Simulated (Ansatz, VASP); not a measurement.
Two plane-wave programs on LiLaCdAs2

```
CELL_PARAMETERS angstrom
4.22487 0.00000 0.00000
0.00000 5.15791 0.00000
0.00000 0.00000 8.28946
ATOMIC_POSITIONS crystal
Li 0.00000 0.00000 0.00000
La 0.50000 0.50000 0.00000
Cd 0.50000 0.00000 0.50000
As 0.50000 0.00000 0.19599
As 0.50000 0.00000 0.80401
```

Alike in both runs: functional PBE; k mesh 4 × 4 × 3; occupations gaussian, width 0.2 eV; no spin polarisation.

Ansatz relaxed the structure, and its values are those at the end. VASP's run is a single point on that final structure, the one shown.

```csv
,VASP,Ansatz
version,VASP 6.6.1,Ansatz 0.2.0
potentials or method,"VASP PAW PBE potentials, release 64 (Li_sv, La, Cd, As), cutoff 520 eV","scalar-relativistic, plane waves, PAW"
valence electrons in the cell,36,64
```

|  | VASP | Ansatz | Ansatz less VASP |
| --- | --- | --- | --- |
| gap on the k mesh at the Fermi level (eV) | 0.22 | 0.24 | +0.014 |
| least direct gap on the mesh (eV) | 0.31 | 0.32 | +0.015 |
| rms of the force components (eV/Å) | 0.020 | 0.003 | -0.0172 |

VASP's potentials hold 36 valence electrons a cell and Ansatz's 64, so a difference there can come from the potentials and not from the codes.

Spin-orbit coupling is off throughout. Noted on VASP's run: the cutoff is short for stress, so the pressure is rough.
